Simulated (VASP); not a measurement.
NaF, 2 atoms in the cell. It takes space group Pm-3m (No. 221, cubic). The conventional cell has a = 2.793 Å, b = 2.793 Å, c = 2.793 Å, α = 90.00°, β = 90.00°, γ = 90.00°. Within 3.2 Å of Na (site symmetry m-3m) lie 8 F at 2.42 Å and 6 Na at 2.79 Å. F (site symmetry m-3m) has 8 Na at 2.42 Å and 6 F at 2.79 Å within 3.2 Å. 

- Program: VASP 6.6.1
- Task: single point
- Functional: HSE06
- Potentials or basis: VASP PAW PBE potentials, release 64 (Na_pv, F)
- Cutoff: 520 eV
- k mesh: 3 × 3 × 3
- Occupations: gaussian, width 0.01 eV
- Spin: no spin polarisation
- Dipole correction: no
- Grid for exact exchange (PRECFOCK): Normal
- Further INCAR settings: ALGO = Normal; EDIFF = 1e-06; NBANDS = 14
- Share of exact exchange: 0.25
- Screening parameter: 0.2079 1/Å

Potentials or basis: VASP PAW PBE potentials, release 64 (Na_pv, F).

The run is started by

```sh
$ cat potpaw_PBE.64/Na_pv/POTCAR potpaw_PBE.64/F/POTCAR > POTCAR
$ cp INCAR.step1 INCAR
$ mpirun -np 1 vasp_std > vasp.out
$ cp INCAR.step2 INCAR
$ mpirun -np 1 vasp_std > vasp.out
```

Hardware: 1 thread of Intel(R) Xeon(R) Platinum 8175M CPU @ 2.50GHz (Skylake/Cascade Lake) (shared host).

Task: How long does it take, and how much memory?

Result: It took 28 s on 1 thread of Intel(R) Xeon(R) Platinum 8175M CPU @ 2.50GHz (Skylake/Cascade Lake), on a shared host, peak memory 0.22 GiB. Counts: k points 4.
